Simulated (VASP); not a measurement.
Crystal: Pd.

```
Pd
1.0
     0.00000    1.98468    1.98468
     1.98468    0.00000    1.98468
     1.98468    1.98468    0.00000
Pd
1
Direct
  0.00000 0.00000 0.00000
```

Base run:

* Program: VASP 6.6.1
* Functional: r2SCAN
* Dispersion: D4
* Potentials or basis: VASP PAW PBE potentials, release 64 (Pd)
* Cutoff: 520 eV
* k mesh: 12 × 12 × 12
* Occupations: fermi-dirac, width 0.05 eV
* Spin: no spin polarisation

Its results: band gap on the k mesh zero (band 5 reaches 8.92 eV, above the bottom of band 6 at 7.40 eV); pressure -8.7 GPa.

Task: After a change of settings the same cell gave: band gap on the k mesh zero (band 5 reaches 9.18 eV, above the bottom of band 6 at 7.75 eV); pressure -7.8 GPa. Which change was it?
A. functional from r2SCAN to BLYP
B. functional from r2SCAN to SVWN5; dispersion from D4 to none
C. functional from r2SCAN to revPBE; dispersion from D4 to D3(BJ)
D. functional from r2SCAN to RPBE

Result: D.

Caveats: the PAW data sets were made with another functional, which shifts forces and pressure a little; pairwise dispersion overbinds metals, which lowers pressure and volume.
